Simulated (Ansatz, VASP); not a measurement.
SrTeO: VASP beside Ansatz

```xyz
3
Lattice="-2.3136 2.3136 4.5515 2.3136 -2.3136 4.5515 2.3136 2.3136 -4.5515" Properties=species:S:1:pos:R:3 pbc="T T T"
Sr    0.0000    0.0000   -0.9592
Te    0.0000    0.0000    4.0583
O     0.0000    0.0000    6.0040
```

Alike in both runs: task electric field gradients; functional LDA; k mesh 8 × 8 × 8; no spin polarisation.

|  | VASP | Ansatz |
| --- | --- | --- |
| version | VASP 6.6.1 | Ansatz 0.2.0 |
| potentials or method | VASP PAW LDA potentials, release 64 (Sr_sv, Te, O), cutoff 520 eV | scalar-relativistic, plane waves, PAW |
| occupations | gaussian, width 0.01 eV | fixed |
| valence electrons in the cell | 22 | 32 |

```csv
,VASP,Ansatz,Ansatz less VASP
gap on the k mesh at the Fermi level (eV),0.92,0.94,+0.017
least direct gap on the mesh (eV),0.93,0.94,+0.017
pressure (GPa),0.3,0.0,-0.29
"traceless stress, the component that is largest in VASP (GPa)",0.44,0.00,-0.447
rms of the force components (eV/Å),0.060,0.000,-0.0595
size of Vzz on the site where it differs most (V/Å²),930.8,957.2,+26.34
```

LDA's correlation is that of Perdew and Zunger in VASP and of Perdew and Wang (1992) in Ansatz. Atom by atom the forces differ by 0.060 eV/Å (rms over components). VASP's potentials hold 22 valence electrons a cell and Ansatz's 32, so a difference there can come from the potentials and not from the codes.

Neither program's run includes spin-orbit coupling.
